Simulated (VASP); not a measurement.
# TaF3 (Pm-3m) in VASP: a series of runs, part 2 of 2

VASP 6.6.1. The steps go on from the part before.

### Step 3. Single point, LDA

Input file INCAR:

```
SYSTEM = TaF3
ALGO = Normal ; EDIFF = 1E-6
ENCUT = 520 ; GGA = CA
ISIF = 2 ; ISMEAR = -1
LASPH = .True. ; LCHARG = .False.
LREAL = .False. ; LWAVE = .False.
NBANDS = 24 ; NELM = 100
PREC = Accurate ; SIGMA = 0.1
```

Input file KPOINTS:

```
k-points
0
Gamma
  6 6 6
  0 0 0
```

Input file POSCAR:

```
TaF3
1.0
    4.1666460000      0.0000000000      0.0000000000
    0.0000000000      4.1666460000      0.0000000000
    0.0000000000      0.0000000000      4.1666460000
Ta F
1 3
Direct
    0.0000000000      0.0000000000      0.0000000000
    0.0000000000      0.5000000000      0.0000000000
    0.5000000000      0.0000000000      0.0000000000
    0.0000000000      0.0000000000      0.5000000000
```

Potentials or basis: VASP PAW LDA potentials, release 64 (Ta_pv, F).

Command:

```console
> cat potpaw_LDA.64/Ta_pv/POTCAR potpaw_LDA.64/F/POTCAR > POTCAR
> mpirun -np 1 vasp_std > vasp.out
```

OUTCAR:

```text
SYSTEM = TaF3
   EDIFF = 1E-6
   ENCUT = 520
   GGA = CA
   ISIF = 2
   ISMEAR = -1
   LASPH = .True.
   LREAL = .False.
   NELM = 100
   PREC = Accurate

 ion  position               nearest neighbor table
   1  0.000  0.000  0.000-   2 2.08   3 2.08   4 2.08   4 2.08   2 2.08   3 2.08
   2  0.000  0.500  0.000-   1 2.08   1 2.08
   3  0.500  0.000  0.000-   1 2.08   1 2.08
   4  0.000  0.000  0.500-   1 2.08   1 2.08

  LATTYP: Found a simple cubic cell.
 ALAT       =     4.1666460000

  Lattice vectors:

 A1 = (   4.1666460000,   0.0000000000,   0.0000000000)
 A2 = (   0.0000000000,   4.1666460000,   0.0000000000)
 A3 = (   0.0000000000,   0.0000000000,   4.1666460000)

Analysis of symmetry for initial positions (statically):
=====================================================================
 Subroutine PRICEL returns:
 Original cell was already a primitive cell.

 Routine SETGRP: Setting up the symmetry group for a
 simple cubic supercell.

 Subroutine GETGRP returns: Found 48 space group operations
 (whereof 48 operations were pure point group operations)
 out of a pool of 48 trial point group operations.

The static configuration has the point symmetry O_h .

Analysis of symmetry for dynamics (positions and initial velocities):
=====================================================================
 Subroutine PRICEL returns:
 Original cell was already a primitive cell.

 Routine SETGRP: Setting up the symmetry group for a
 simple cubic supercell.

 Subroutine GETGRP returns: Found 48 space group operations
 (whereof 48 operations were pure point group operations)
 out of a pool of 48 trial point group operations.

The dynamic configuration has the point symmetry O_h .

 Subroutine INISYM returns: Found 48 space group operations
 (whereof 48 operations are pure point group operations),
 and found     1 'primitive' translations

[... 110 lines left out ...]
   IALGO  =     38    algorithm
   IMIX   =      4    mixing-type and parameters
     AMIX     =   0.40;   BMIX     =  1.00
     AMIX_MAG =   1.60;   BMIX_MAG =  1.00
  volume/ion in A,a.u.               =      18.08       122.04
  Fermi-wavevector in a.u.,A,eV,Ry     =   1.247398  2.357240 21.170674  1.556001
  Thomas-Fermi vector in A             =   2.381532
   LORBIT       =      0    0 simple, 1 ext, 2 COOP (PROOUT), +10 PAW based schemes
   GGA     = CA    functional components
   LHFCALC =     F    Hartree Fock is set to
   AEXX    =    0.0000 exact exchange contribution
   IVDW    =     0    specifies the selected vdW correction
   LEPSILON=     F    determine dielectric tensor
   LRPA    =     F    only Hartree local field effects (RPA)
 non-spin polarized calculation
  energy-cutoff  :      520.00
  volume of cell :       72.34
 maximum number of plane-waves:      1980
 NGX is ok and might be reduce to    32
   NGX = 15   NGY = 15   NGZ = 15

 number of electron      31.9999996 magnetization

 Free energy of the ion-electron system (eV)
  ---------------------------------------------------
  ext. energy  EPLUGINS =         0.00000000
  ---------------------------------------------------
  free energy    TOTEN  =       -29.31058354 eV

  energy without entropy =      -29.19462626  energy(sigma->0) =      -29.25260490

 E-fermi :   2.5249     XC(G=0):  -8.7533

 val. band max:        2.5176579564   @ k =   0.3333   0.3333   0.0000
 cond. band min:       2.5413046021   @ k =   0.3333   0.3333   0.0000
 fundamental gap:      0.0236466458
 Fermi energy:         2.5248929820

 k-point     1 :       0.0000    0.0000    0.0000
  band No.  band energies     occupation
      1     -34.1812      2.00000
      2     -34.1812      2.00000
      3     -34.1812      2.00000
      4     -24.3467      2.00000
      5     -24.0575      2.00000
      6     -24.0575      2.00000
[... 529 lines left out ...]
     23       9.4694      0.00000
     24       9.4694      0.00000

------------------------ aborting loop because EDIFF is reached ----------------------------------------

  FORCE on cell =-STRESS in cart. coord.  units (eV):
  Direction    XX          YY          ZZ          XY          YZ          ZX
  --------------------------------------------------------------------------------------
  -------------------------------------------------------------------------------------
  Total       -4.3261977     -4.3261977     -4.3261977     -0.0000000     -0.0000000      0.0000000
  in kB      -95.8202139    -95.8202139    -95.8202139     -0.0000000     -0.0000000      0.0000000
  external PRESSURE =     -95.8202139 kB  Pullay stress =       0.0000000 kB

 VOLUME and BASIS-vectors are now :
 -----------------------------------------------------------------------------
  energy-cutoff  :      520.00
  volume of cell :       72.34
      direct lattice vectors                 reciprocal lattice vectors
     4.166646000  0.000000000  0.000000000     0.240001190  0.000000000  0.000000000
     0.000000000  4.166646000  0.000000000     0.000000000  0.240001190  0.000000000
     0.000000000  0.000000000  4.166646000     0.000000000  0.000000000  0.240001190

 POSITION                                       TOTAL-FORCE (eV/Angst)
 -----------------------------------------------------------------------------------
      0.00000      0.00000      0.00000         0.000000      0.000000      0.000000
      0.00000      2.08332      0.00000         0.000000      0.000000      0.000000
      2.08332      0.00000      0.00000         0.000000      0.000000      0.000000
      0.00000      0.00000      2.08332         0.000000      0.000000      0.000000
 -----------------------------------------------------------------------------------
    total drift:                                0.000000      0.000000     -0.000000

  FREE ENERGIE OF THE ION-ELECTRON SYSTEM (eV)
  ---------------------------------------------------
  free  energy   TOTEN  =       -29.3105835448 eV

  energy  without entropy=      -29.1946262602  energy(sigma->0) =      -29.25260490
```

OSZICAR:

```text
N       E                     dE             d eps       ncg     rms          rms(c)
DAV:   1     0.251835351540E+03    0.25184E+03   -0.17536E+04   960   0.127E+03
DAV:   2    -0.185400503626E+02   -0.27038E+03   -0.26072E+03  1232   0.353E+02
DAV:   3    -0.316840217976E+02   -0.13144E+02   -0.13013E+02  1152   0.775E+01
DAV:   4    -0.317972119101E+02   -0.11319E+00   -0.11308E+00  1096   0.813E+00
DAV:   5    -0.317984469241E+02   -0.12350E-02   -0.12349E-02  1112   0.814E-01    0.191E+01
DAV:   6    -0.294006907618E+02    0.23978E+01   -0.88638E+00  1008   0.245E+01    0.925E+00
DAV:   7    -0.293287453206E+02    0.71945E-01   -0.34505E-01   992   0.474E+00    0.601E+00
DAV:   8    -0.293123978135E+02    0.16348E-01   -0.54114E-02  1128   0.210E+00    0.787E-01
DAV:   9    -0.293098561137E+02    0.25417E-02   -0.10867E-02  1104   0.807E-01    0.476E-01
DAV:  10    -0.293103662754E+02   -0.51016E-03   -0.51902E-04  1016   0.212E-01    0.410E-02
DAV:  11    -0.293105772505E+02   -0.21098E-03   -0.86637E-05  1032   0.533E-02    0.253E-02
DAV:  12    -0.293105816476E+02   -0.43972E-05   -0.30045E-06  1016   0.144E-02    0.619E-03
DAV:  13    -0.293105835194E+02   -0.18718E-05   -0.75726E-07   832   0.446E-03    0.125E-03
DAV:  14    -0.293105835448E+02   -0.25397E-07   -0.31634E-08   792   0.138E-03
   1 F= -.29310584E+02 E0= -.29252605E+02  d E =-.115957E+00
```

It took 36 s on 1 thread of Intel Xeon 6975P-C, shared host; peak memory 0.17 GiB.

What came out:

| Item | Value |
| --- | --- |
| Free energy | -29.3106 eV |
| Pressure | -9.6 GPa |
| Band gap on the k mesh | zero (band 16 reaches 3.76 eV, above the bottom of band 17 at 1.63 eV) |

Levels at points of the mesh, in eV from the Fermi level:
| k point | band 12 | band 13 | band 14 | band 15 | band 16 | band 17 | band 18 | band 19 | band 20 | band 21 |
| --- | --- | --- | --- | --- | --- | --- | --- | --- | --- | --- |
| (0.00, 0.00, 0.00) | -7.81 | -7.72 | -7.72 | -7.72 | -0.89 | -0.89 | -0.89 | -0.15 | 1.61 | 1.61 |
| (0.50, 0.00, 0.00) | -8.27 | -7.82 | -7.76 | -7.76 | -0.84 | 0.25 | 0.25 | 1.58 | 1.68 | 2.82 |
| (0.50, 0.50, 0.00) | -8.30 | -8.02 | -8.02 | -7.23 | 0.31 | 0.31 | 1.11 | 2.02 | 4.98 | 4.98 |
| (0.50, 0.50, 0.50) | -9.33 | -7.22 | -7.22 | -7.22 | 1.24 | 1.24 | 1.24 | 4.54 | 5.46 | 5.46 |

Caveat: spin-orbit coupling is left out, which moves the levels of the heavy elements.

### Step 4. Single point, RPBE

Input file INCAR:

```
SYSTEM = TaF3
PREC = Accurate
ENCUT = 520
EDIFF = 1E-7
ISMEAR = -1
SIGMA = 0.1
LREAL = .FALSE.
LASPH = .TRUE.
NELM = 60
ALGO = Normal
ISIF = 2
LWAVE = .FALSE.
LCHARG = .TRUE.
GGA = RP
LELF = .TRUE.
LVHAR = .TRUE.
NBANDS = 24
```

Input file KPOINTS:

```
Automatic mesh
0
G
  6 6 6
  0 0 0
```

POSCAR is that of step 3.

Potentials or basis: VASP PAW PBE potentials, release 64 (Ta_pv, F).

Command:

```console
> cat potpaw_PBE.64/Ta_pv/POTCAR potpaw_PBE.64/F/POTCAR > POTCAR
> mpirun -np 1 vasp_std > vasp.out
```

OUTCAR:

```text
SYSTEM = TaF3
   PREC = Accurate
   ENCUT = 520
   EDIFF = 1E-7
   ISMEAR = -1
   LREAL = .FALSE.
   LASPH = .TRUE.
   NELM = 60
   ISIF = 2
   GGA = RP

 ion  position               nearest neighbor table
   1  0.000  0.000  0.000-   2 2.08   3 2.08   4 2.08   4 2.08   2 2.08   3 2.08
   2  0.000  0.500  0.000-   1 2.08   1 2.08
   3  0.500  0.000  0.000-   1 2.08   1 2.08
   4  0.000  0.000  0.500-   1 2.08   1 2.08

  LATTYP: Found a simple cubic cell.
 ALAT       =     4.1666460000

  Lattice vectors:

 A1 = (   4.1666460000,   0.0000000000,   0.0000000000)
 A2 = (   0.0000000000,   4.1666460000,   0.0000000000)
 A3 = (   0.0000000000,   0.0000000000,   4.1666460000)

Analysis of symmetry for initial positions (statically):
=====================================================================
 Subroutine PRICEL returns:
 Original cell was already a primitive cell.

 Routine SETGRP: Setting up the symmetry group for a
 simple cubic supercell.

 Subroutine GETGRP returns: Found 48 space group operations
 (whereof 48 operations were pure point group operations)
[... 162 lines left out ...]

 E-fermi :   3.1495     XC(G=0):  -7.9062

 val. band max:        3.1418758161   @ k =   0.3333   0.3333   0.0000
 cond. band min:       3.1633603695   @ k =   0.3333   0.3333   0.0000
 fundamental gap:      0.0214845533
 Fermi energy:         3.1494803889

 k-point     1 :       0.0000    0.0000    0.0000
  band No.  band energies     occupation
      1     -33.8425      2.00000
      2     -33.8425      2.00000
      3     -33.8425      2.00000
      4     -24.3666      2.00000
      5     -24.1017      2.00000
      6     -24.1017      2.00000
[... 529 lines left out ...]
     23      10.3540      0.00000
     24      10.3540      0.00000

------------------------ aborting loop because EDIFF is reached ----------------------------------------

  FORCE on cell =-STRESS in cart. coord.  units (eV):
  Direction    XX          YY          ZZ          XY          YZ          ZX
  --------------------------------------------------------------------------------------
  -------------------------------------------------------------------------------------
  Total       -0.0738936     -0.0738936     -0.0738936      0.0000000      0.0000000     -0.0000000
  in kB       -1.6366577     -1.6366577     -1.6366577      0.0000000      0.0000000     -0.0000000
  external PRESSURE =      -1.6366577 kB  Pullay stress =       0.0000000 kB

 VOLUME and BASIS-vectors are now :
 -----------------------------------------------------------------------------
  energy-cutoff  :      520.00
  volume of cell :       72.34
      direct lattice vectors                 reciprocal lattice vectors
     4.166646000  0.000000000  0.000000000     0.240001190  0.000000000  0.000000000
     0.000000000  4.166646000  0.000000000     0.000000000  0.240001190  0.000000000
     0.000000000  0.000000000  4.166646000     0.000000000  0.000000000  0.240001190

 POSITION                                       TOTAL-FORCE (eV/Angst)
 -----------------------------------------------------------------------------------
      0.00000      0.00000      0.00000         0.000000      0.000000      0.000000
      0.00000      2.08332      0.00000         0.000000      0.000000      0.000000
      2.08332      0.00000      0.00000         0.000000      0.000000      0.000000
      0.00000      0.00000      2.08332         0.000000      0.000000      0.000000
 -----------------------------------------------------------------------------------
    total drift:                                0.000000      0.000000     -0.000000

  FREE ENERGIE OF THE ION-ELECTRON SYSTEM (eV)
  ---------------------------------------------------
  free  energy   TOTEN  =       -25.6291990324 eV

  energy  without entropy=      -25.5100104926  energy(sigma->0) =      -25.56960476
```

Run time: 49 s. Hardware: 1 thread of Intel Xeon 6975P-C, shared host; peak memory 0.19 GiB.

Results:

* Free energy: -25.6292 eV
* Pressure: -0.2 GPa
* Band gap on the k mesh: zero (band 16 reaches 4.34 eV, above the bottom of band 17 at 2.29 eV)

Caveat: the PAW data sets were made with another functional, which shifts forces and pressure a little; spin-orbit coupling is left out, which moves the levels of the heavy elements.

### Step 5. Overview

| level | potentials or basis | gap on the mesh (eV) | pressure (GPa) |
| --- | --- | --- | --- |
| PBE | VASP PAW PBE potentials, release 64 (Ta_pv, F) | none | -2.8 |
| LDA | VASP PAW LDA potentials, release 64 (Ta_pv, F) | none | -9.6 |
| RPBE | VASP PAW PBE potentials, release 64 (Ta_pv, F) | none | -0.2 |

Alike in all rows: task single point; no spin polarisation; cell as given; k mesh 6 × 6 × 6; cutoff (eV) 520; smearing fermi-dirac 0.1 eV.

Caveats: spin-orbit coupling is left out, which moves the levels of the heavy elements; the PAW data sets were made with another functional, which shifts forces and pressure a little (some runs).

Total energies depend on the potentials used, so only differences within one code and one set of settings carry meaning.
